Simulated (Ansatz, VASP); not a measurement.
**One calculation of Mo3W2, two programs**

Contents of INCAR:

```
  PREC = Accurate
  ENCUT = 520
  EDIFF = 1E-7
  ISMEAR = 0
  SIGMA = 0.2
  LREAL = False
  LASPH = True
  NELM = 80
  ALGO = Fast
  ISIF = 2
  LWAVE = False
  LCHARG = False
  GGA = PE
  NBANDS = 81
```

The input KPOINTS:

```
Automatic mesh
0
Gamma
  8 4 2
```

The input POSCAR:

```
Mo3W2
1.0
    1.5851125721      2.2432968989      0.0000000000
    4.7553377162     -2.2432968989      0.0000000000
    1.5851125721      0.0000000000    -11.2056348339
Mo W
6 4
Direct
    0.4502457832      0.4502457832      0.1990168672
    0.9502457832      0.9502457832      0.1990168672
    0.2500000000      0.2500000000      0.0000000000
    0.7500000000      0.7500000000      0.0000000000
    0.0497542168      0.0497542168      0.8009831328
    0.5497542168      0.5497542168      0.8009831328
    0.3498301063      0.3498301063      0.6006795747
    0.8498301063      0.8498301063      0.6006795747
    0.1501698937      0.1501698937      0.3993204253
    0.6501698937      0.6501698937      0.3993204253
```

Input for Ansatz:

```yaml
crystal:
  lattice:
    - [1.5851125721, 2.2432968989, 0.0]
    - [4.7553377162, -2.2432968989, 0.0]
    - [1.5851125721, 0.0, -11.2056348339]
  atoms:
    - { symbol: Mo, position: [0.4502457832, 0.4502457832, 0.1990168672] }
    - { symbol: Mo, position: [0.9502457832, 0.9502457832, 0.1990168672] }
    - { symbol: Mo, position: [0.25, 0.25, 0.0] }
    - { symbol: Mo, position: [0.75, 0.75, 0.0] }
    - { symbol: Mo, position: [0.0497542168, 0.0497542168, 0.8009831328] }
    - { symbol: Mo, position: [0.5497542168, 0.5497542168, 0.8009831328] }
    - { symbol: W, position: [0.3498301063, 0.3498301063, 0.6006795747] }
    - { symbol: W, position: [0.8498301063, 0.8498301063, 0.6006795747] }
    - { symbol: W, position: [0.1501698937, 0.1501698937, 0.3993204253] }
    - { symbol: W, position: [0.6501698937, 0.6501698937, 0.3993204253] }
basis:
  ecutwfc: 420
kpoints:
  mp_grid: { grid: [8, 4, 2] }
hamiltonian:
  xc: pbe
scf:
  occupations: { method: gaussian, width: 0.2 }
  lower_state_search: "off"
output:
  forces: true
  stress: true
  eigenvalues: true
```

Alike in both runs: task single point; functional PBE; k mesh 8 × 4 × 2; occupations gaussian, width 0.2 eV; no spin polarisation.

|  | VASP | Ansatz |
| --- | --- | --- |
| version | VASP 6.6.1 | Ansatz 0.2.0 |
| potentials or method | VASP PAW PBE potentials, release 64 (Mo_sv, W_sv), cutoff 520 eV | scalar-relativistic, plane waves, PAW |
| valence electrons in the cell | 140 | 140 |

VASP gave:

* gap on the k mesh at the Fermi level (eV): none
* pressure (GPa): 0.7
* traceless stress, the component that is largest in VASP (GPa): -0.55
* rms of the force components (eV/Å): 0.004

Question: Which values does Ansatz return?

Answer: gap on the k mesh at the Fermi level (eV): none; pressure (GPa): 0.2; traceless stress, the component that is largest in VASP (GPa): -0.55; rms of the force components (eV/Å): 0.003.

Atom by atom the forces differ by 0.002 eV/Å (rms over components). A gap of «none» marks a metal or a gap that the smearing closes.

Spin-orbit coupling is off throughout.
